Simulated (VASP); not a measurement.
# In (P6_3/mmc) in VASP: a series of runs

The runs below take In through single point, with revPBE.

Everything below comes from runs of VASP 6.6.1. Logs are shortened: lines on timing, memory, paths and dates and some standing lists are left out, and cuts for length are marked.

## 1. The cell of the first run

Symmetry: P6_3/mmc, No. 194, hexagonal system. Conventional cell: a = 3.339 Å, b = 3.339 Å, c = 10.844 Å, α = 90.00°, β = 90.00°, γ = 120.00°. Within 4.4 Å of In (site symmetry -3m) lie 12 In at 3.33 to 3.34 Å. In (site symmetry -6m2) has 12 In at 3.33 to 3.34 Å within 4.4 Å.

This isn't the form of In at room conditions, which is tetragonal.

## 2. Single point, revPBE (26.17 Å³/atom)

The input, INCAR:

```
PREC = Accurate
ENCUT = 520
EDIFF = 1E-7
ISMEAR = -1
SIGMA = 0.1
LREAL = F
LASPH = T
NELM = 60
ALGO = Normal
ISIF = 2
LWAVE = F
LCHARG = T
GGA = RE
LELF = T
LVHAR = T
NBANDS = 34
```

The input, KPOINTS:

```
regular mesh
0
Gamma
  12 12 4
```

The input, POSCAR:

```
In
1.0
    3.3385072442      0.0000000000      0.0000000000
   -1.6692536221      2.8912320842      0.0000000000
    0.0000000000      0.0000000000     10.8437408277
In
4
Direct
    0.0000000000      0.0000000000      0.0000000000
    0.0000000000      0.0000000000      0.5000000000
    0.3333333333      0.6666666667      0.2500000000
    0.6666666667      0.3333333333      0.7500000000
```

Potentials or basis: VASP PAW PBE potentials, release 64 (In_d).

Command:

```sh
$ cat potpaw_PBE.64/In_d/POTCAR > POTCAR
$ mpirun -np 1 vasp_std > vasp.out
```

OUTCAR:

```text
PREC = Accurate
   ENCUT = 520
   EDIFF = 1E-7
   ISMEAR = -1
   LREAL = F
   LASPH = T
   NELM = 60
   ISIF = 2
   GGA = RE

 ion  position               nearest neighbor table
   1  0.000  0.000  0.000-   3 3.33   4 3.33   4 3.33   3 3.33   4 3.33   3 3.33
   2  0.000  0.000  0.500-   3 3.33   4 3.33   4 3.33   3 3.33   4 3.33   3 3.33
   3  0.333  0.667  0.250-   1 3.33   2 3.33   1 3.33   2 3.33   1 3.33   2 3.33
   4  0.667  0.333  0.750-   1 3.33   2 3.33   1 3.33   2 3.33   1 3.33   2 3.33

  LATTYP: Found a hexagonal cell.
 ALAT       =     3.3385072442
 C/A-ratio  =     3.2480806644

  Lattice vectors:

 A1 = (   3.3385072442,   0.0000000000,   0.0000000000)
 A2 = (  -1.6692536221,   2.8912320842,   0.0000000000)
 A3 = (   0.0000000000,   0.0000000000,  10.8437408277)

Analysis of symmetry for initial positions (statically):
=====================================================================
 Subroutine PRICEL returns:
 Original cell was already a primitive cell.

 Routine SETGRP: Setting up the symmetry group for a
 hexagonal supercell.

 Subroutine GETGRP returns: Found 24 space group operations
 (whereof 12 operations were pure point group operations)
 out of a pool of 24 trial point group operations.

The static configuration has the point symmetry D_3d.
 The point group associated with its full space group is D_6h.

Analysis of symmetry for dynamics (positions and initial velocities):
=====================================================================
 Subroutine PRICEL returns:
 Original cell was already a primitive cell.

 Routine SETGRP: Setting up the symmetry group for a
 hexagonal supercell.

 Subroutine GETGRP returns: Found 24 space group operations
 (whereof 12 operations were pure point group operations)
 out of a pool of 24 trial point group operations.

The dynamic configuration has the point symmetry D_3d.
 The point group associated with its full space group is D_6h.

 Subroutine INISYM returns: Found 24 space group operations
 (whereof 12 operations are pure point group operations),
 and found     1 'primitive' translations

----------------------------------------------------------------------------------------

                                     Primitive cell

  volume of cell :     104.6681

  direct lattice vectors                    reciprocal lattice vectors
[... 83 lines left out ...]
   ISTART =      0    job   : 0-new  1-cont  2-samecut
   ICHARG =      2    charge: 1-file 2-atom 10-const
   ISPIN  =      1    spin polarized calculation?
   LNONCOLLINEAR =      F non collinear calculations
   LSORBIT =      F    spin-orbit coupling
   LASPH  =      T    aspherical Exc in radial PAW
   ENCUT  =  520.0 eV  38.22 Ry    6.18 a.u.   6.21  6.21 20.16*2*pi/ulx,y,z
   NELM   =     60;   NELMIN=  2; NELMDL= -5     # of ELM steps
   EDIFF  = 0.1E-06   stopping-criterion for ELM
   LREAL  =      F    real-space projection
   EDIFFG = 0.1E-05   stopping-criterion for IOM
   NSW    =      0    number of steps for IOM
   IBRION =     -1    ionic relax: 0-MD 1-quasi-New 2-CG
   NFREE  =      0    steps in history (QN), initial steepest desc. (CG)
   ISIF   =      2    stress and relaxation
   ISYM   =      2    0-nonsym 1-usesym 2-fastsym
   POTIM  = 0.5000    time-step for ionic-motion
   TEBEG  =    0.0;   TEEND  =   0.0 temperature during run
   PSTRESS=    0.0 pullay stress
   NELECT =      52.0000    total number of electrons
   NUPDOWN=      -1.0000    fix difference up-down
   EMIN   =  10.00;   EMAX   =-10.00  energy-range for DOS
   EFERMI =   0.00;   METHOD = LEGACY
   ISMEAR =    -1;   SIGMA  =   0.10  broadening in eV -4-tet -1-fermi 0-gaus
   EFERMI_NEDOS =   21; number of points for ismear=-14 and -15
   IALGO  =     38    algorithm
   IMIX   =      4    mixing-type and parameters
     AMIX     =   0.40;   BMIX     =  1.00
     AMIX_MAG =   1.60;   BMIX_MAG =  1.00
  volume/ion in A,a.u.               =      26.17       176.58
  Fermi-wavevector in a.u.,A,eV,Ry     =   1.296595  2.450210 22.873565  1.681160
  Thomas-Fermi vector in A             =   2.428042
   LORBIT       =      0    0 simple, 1 ext, 2 COOP (PROOUT), +10 PAW based schemes
   GGA     = RE    functional components
   LHFCALC =     F    Hartree Fock is set to
   AEXX    =    0.0000 exact exchange contribution
   IVDW    =     0    specifies the selected vdW correction
   LEPSILON=     F    determine dielectric tensor
   LRPA    =     F    only Hartree local field effects (RPA)
 non-spin polarized calculation
  energy-cutoff  :      520.00
  volume of cell :      104.67
 maximum number of plane-waves:      2860
 NGX is ok and might be reduce to    28
   NGX = 13   NGY = 13   NGZ = 41

 number of electron      51.9999980 magnetization

 Free energy of the ion-electron system (eV)
  ---------------------------------------------------
  ext. energy  EPLUGINS =         0.00000000
  ---------------------------------------------------
  free energy    TOTEN  =        -8.97625436 eV

  energy without entropy =       -8.92189637  energy(sigma->0) =       -8.94907537

 E-fermi :   7.6132     XC(G=0): -10.1841

 val. band max:        7.6084465494   @ k =   0.3333   0.0000   0.2500
 cond. band min:       7.6177438701   @ k =   0.2500   0.2500   0.5000
 fundamental gap:      0.0092973206
 Fermi energy:         7.6132424678

 k-point     1 :       0.0000    0.0000    0.0000
  band No.  band energies     occupation
      1      -7.1255      2.00000
      2      -7.0906      2.00000
      3      -7.0680      2.00000
      4      -7.0620      2.00000
      5      -7.0620      2.00000
      6      -7.0519      2.00000
[... 877 lines left out ...]
     33      13.8180      0.00000
     34      14.6244      0.00000

 [... further k-points ...]
[... 5 lines left out ...]
  --------------------------------------------------------------------------------------
  -------------------------------------------------------------------------------------
  Total        2.0915847      2.0915847      2.1672832      0.0000000      0.0000000      0.0000000
  in kB       32.0163370     32.0163370     33.1750698      0.0000000      0.0000000      0.0000000
  external PRESSURE =      32.4025812 kB  Pullay stress =       0.0000000 kB

 VOLUME and BASIS-vectors are now :
 -----------------------------------------------------------------------------
  energy-cutoff  :      520.00
  volume of cell :      104.67
      direct lattice vectors                 reciprocal lattice vectors
     3.338507244  0.000000000  0.000000000     0.299535070  0.172936653  0.000000000
    -1.669253622  2.891232084  0.000000000     0.000000000  0.345873306  0.000000000
     0.000000000  0.000000000 10.843740828     0.000000000  0.000000000  0.092219098

 POSITION                                       TOTAL-FORCE (eV/Angst)
 -----------------------------------------------------------------------------------
      0.00000      0.00000      0.00000        -0.000000     -0.000000      0.000000
      0.00000      0.00000      5.42187         0.000000     -0.000000      0.000000
     -0.00000      1.92749      2.71094        -0.000000      0.000000     -0.000000
      1.66925      0.96374      8.13281         0.000000     -0.000000     -0.000000
 -----------------------------------------------------------------------------------
    total drift:                                0.000000     -0.000000      0.000000

  FREE ENERGIE OF THE ION-ELECTRON SYSTEM (eV)
  ---------------------------------------------------
  free  energy   TOTEN  =        -8.9762543645 eV

  energy  without entropy=       -8.9218963671  energy(sigma->0) =       -8.94907537
```

It took 2.9 min on 1 thread of AMD EPYC 9R45 (Zen 5), shared host; peak memory 0.3 GiB.

Results:

```yaml
Free_energy: -8.9763 eV
Pressure: 3.2 GPa
Band_gap_on_the_k_mesh: zero (bands 26 and 27 overlap by 4.80 eV)
```

Stress tensor (GPa, compression positive):
```
3.20 0.00 0.00
0.00 3.20 0.00
0.00 0.00 3.32
```

Caveat: the cell stands under pressure; the PAW data sets were made with another functional, which shifts forces and pressure a little; spin-orbit coupling is left out, which moves the levels of the heavy elements.

## 3. Single point, revPBE (27.30 Å³/atom)

This run uses another cell than the first one, of 27.30 Å³/atom.

The input, INCAR:

```
PREC     = Accurate       # precision mode
ENCUT    = 520            # plane-wave cutoff, eV
EDIFF    = 1E-6           # SCF threshold, eV
ISMEAR   = -1             # smearing method
SIGMA    = 0.1            # smearing width, eV
LREAL    = F              # projectors in reciprocal space
LASPH    = T              # aspherical terms in the spheres
NELM     = 60             # most SCF steps
ALGO     = Normal         # electronic algorithm
ISIF     = 2              # what is computed and relaxed
LWAVE    = F              # write WAVECAR
LCHARG   = F              # write CHGCAR
GGA      = RE             # functional
NBANDS   = 34             # bands
```

KPOINTS is that of step 2.

The input, POSCAR:

```
In
1.0
    3.3862066493      0.0000000000      0.0000000000
   -1.6931033246      2.9325409807      0.0000000000
    0.0000000000      0.0000000000     10.9986723431
In
4
Direct
    0.0000000000      0.0000000000      0.0000000000
    0.0000000000      0.0000000000      0.5000000000
    0.3333333333      0.6666666667      0.2500000000
    0.6666666667      0.3333333333      0.7500000000
```

Potentials or basis: VASP PAW PBE potentials, release 64 (In_d).

Command:

```sh
$ cat potpaw_PBE.64/In_d/POTCAR > POTCAR
$ mpirun -np 1 vasp_std > vasp.out
```

It took 2.4 min on 1 thread of AMD EPYC 9R45 (Zen 5), shared host; peak memory 0.3 GiB.

The run converged. Its results:

* Free energy: -9.0430 eV
* Pressure: 1.4 GPa
* Band gap on the k mesh: zero (bands 26 and 27 overlap by 4.64 eV)

Stress tensor (GPa, compression positive):
```
1.38 0.00 0.00
0.00 1.38 0.00
0.00 0.00 1.47
```

Levels at points of the mesh, in eV from the Fermi level:
```csv
k point,band 22,band 23,band 24,band 25,band 26,band 27,band 28,band 29,band 30,band 31
"(0.00, 0.00, 0.00)",-7.89,-7.88,-4.21,-3.18,3.11,3.12,8.05,8.05,8.88,8.88
"(0.50, 0.00, 0.00)",-4.37,-3.50,-2.97,-2.89,-2.64,0.26,0.41,1.39,2.28,3.92
"(0.00, 0.00, 0.50)",-8.90,-6.17,-6.17,-0.55,-0.55,7.25,7.25,8.30,8.30,8.30
"(0.50, 0.00, 0.50)",-4.44,-3.79,-3.79,-1.53,-1.53,-1.14,-1.14,3.43,3.43,4.32
```

Caveat: the PAW data sets were made with another functional, which shifts forces and pressure a little; spin-orbit coupling is left out, which moves the levels of the heavy elements.

## 4. Single point, revPBE (28.44 Å³/atom)

This run uses another cell than the first one, of 28.44 Å³/atom.

The input, INCAR:

```
SYSTEM = In
PREC     = Accurate       ! precision mode
ENCUT    = 520            ! plane-wave cutoff, eV
EDIFF    = 1E-7           ! SCF threshold, eV
ISMEAR   = -1             ! smearing method
SIGMA    = 0.1            ! smearing width, eV
LREAL    = .FALSE.        ! projectors in reciprocal space
LASPH    = .TRUE.         ! aspherical terms in the spheres
NELM     = 80             ! most SCF steps
ALGO     = Normal         ! electronic algorithm
ISIF     = 2              ! what is computed and relaxed
LWAVE    = .FALSE.        ! write WAVECAR
LCHARG   = .TRUE.         ! write CHGCAR
GGA      = RE             ! functional
LELF     = .TRUE.         ! ELF
LVHAR    = .TRUE.       
NBANDS   = 34             ! bands
```

The input, KPOINTS:

```
Automatic mesh
0
G
  12 12 4
  0 0 0
```

The input, POSCAR:

```
In
1.0
    3.4325988066      0.0000000000      0.0000000000
   -1.7162994033      2.9727177675      0.0000000000
    0.0000000000      0.0000000000     11.1493578123
In
4
Direct
    0.0000000000      0.0000000000      0.0000000000
    0.0000000000      0.0000000000      0.5000000000
    0.3333333333      0.6666666667      0.2500000000
    0.6666666667      0.3333333333      0.7500000000
```

Command:

```sh
$ cat potpaw_PBE.64/In_d/POTCAR > POTCAR
$ mpirun -np 1 vasp_std > vasp.out
```

It took 2.5 min on 1 thread of AMD EPYC 9R45 (Zen 5), shared host; peak memory 0.3 GiB.

The run converged. Its results:

```
Free energy            : -9.0637 eV
Pressure               : 0.0 GPa
Band gap on the k mesh : zero (bands 26 and 27 overlap by 4.48 eV)
```

Levels at points of the mesh, in eV from the Fermi level:
| k point | band 22 | band 23 | band 24 | band 25 | band 26 | band 27 | band 28 | band 29 | band 30 | band 31 |
| --- | --- | --- | --- | --- | --- | --- | --- | --- | --- | --- |
| (0.00, 0.00, 0.00) | -7.67 | -7.65 | -4.19 | -3.00 | 3.01 | 3.02 | 7.78 | 7.78 | 8.57 | 8.57 |
| (0.50, 0.00, 0.00) | -4.28 | -3.50 | -2.95 | -2.74 | -2.49 | 0.18 | 0.37 | 1.39 | 2.25 | 3.84 |
| (0.00, 0.00, 0.50) | -8.64 | -6.02 | -6.02 | -0.53 | -0.53 | 7.02 | 7.02 | 8.02 | 8.02 | 8.02 |
| (0.50, 0.00, 0.50) | -4.38 | -3.69 | -3.69 | -1.50 | -1.50 | -1.11 | -1.11 | 3.33 | 3.33 | 4.21 |

Caveat: the PAW data sets were made with another functional, which shifts forces and pressure a little; spin-orbit coupling is left out, which moves the levels of the heavy elements.

## 5. The runs side by side

| cell | gap on the mesh (eV) | pressure (GPa) |
| --- | --- | --- |
| a = 3.339, b = 3.339, c = 10.844 Å, angles 90.0, 90.0, 120.0°, 4 atoms | none | 3.2 |
| a = 3.386, b = 3.386, c = 10.999 Å, angles 90.0, 90.0, 120.0°, 4 atoms | none | 1.4 |
| a = 3.433, b = 3.433, c = 11.149 Å, angles 90.0, 90.0, 120.0°, 4 atoms | none | 0.0 |

Alike in all rows: task single point; level revPBE; potentials or basis VASP PAW PBE potentials, release 64 (In_d); no spin polarisation; k mesh 12 × 12 × 4; cutoff (eV) 520; smearing fermi-dirac 0.1 eV.

Caveats: the PAW data sets were made with another functional, which shifts forces and pressure a little; spin-orbit coupling is left out, which moves the levels of the heavy elements; the cell stands under pressure (at least some runs).

Absolute energies hang on the potentials; compare differences alone.

The gap in the log of VASP goes by the Fermi energy; the results here count the filled bands.